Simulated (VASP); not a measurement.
Wanted: the native input for a VASP 6.6.1 run.

| Item | Value |
| --- | --- |
| Task | single point |
| Functional | PBE |
| Potentials or basis | VASP PAW PBE potentials, release 64 (Si, Ge_d) |
| Cutoff | 520 eV |
| k mesh | 6 × 6 × 6 |
| Occupations | gaussian, width 0.01 eV |
| Spin | no spin polarisation |
| Dipole correction | no |
| Further INCAR settings | ALGO = Normal; EDIFF = 1e-06; NBANDS = 21 |

The structure of Si3Ge lies in POSCAR:

```
Si3Ge
1.0
    1.9564933494      1.1295819619      6.3865322294
   -1.9564933494      1.1295819619      6.3865322294
    0.0000000000     -2.2591639239      6.3865322294
Si Ge
3 1
Direct
    1.0016055264      0.0016055264      0.0016055264
    0.4984313415      0.4984313415      0.4984313415
    0.3750055377      0.3750055377      0.3750055377
    0.8749575943      0.8749575943      0.8749575943
```

These files were run (other wordings do the same):

INCAR

```
PREC     = Accurate       # precision mode
ENCUT    = 520            # plane-wave cutoff, eV
EDIFF    = 1E-6           # SCF threshold, eV
ISMEAR   = 0              # smearing method
SIGMA    = 0.01           # smearing width, eV
LREAL    = False          # projectors in reciprocal space
LASPH    = True           # aspherical terms in the spheres
NELM     = 80             # most SCF steps
ALGO     = Normal         # electronic algorithm
ISIF     = 2              # what is computed and relaxed
LWAVE    = False          # write WAVECAR
LCHARG   = True           # write CHGCAR
GGA      = PE             # functional
LELF     = True           # ELF
LVHAR    = True         
NBANDS   = 21             # bands
```

KPOINTS

```
regular mesh
0
Gamma
  6 6 6
```

Potentials or basis: VASP PAW PBE potentials, release 64 (Si, Ge_d).

Command:

```sh
$ cat potpaw_PBE.64/Si/POTCAR potpaw_PBE.64/Ge_d/POTCAR > POTCAR
$ mpirun -np 1 vasp_std > vasp.out
```

Results of the run:

```yaml
Pressure: -0.1 GPa
Largest_force: 0.006 eV/Å
Band_gap_on_the_k_mesh: 0.60 eV, indirect (least direct gap 1.05 eV)
```

Run time: 65 s on 1 thread of Intel(R) Xeon(R) 6975P-C (Granite Rapids), on a shared host, peak memory 0.36 GiB.
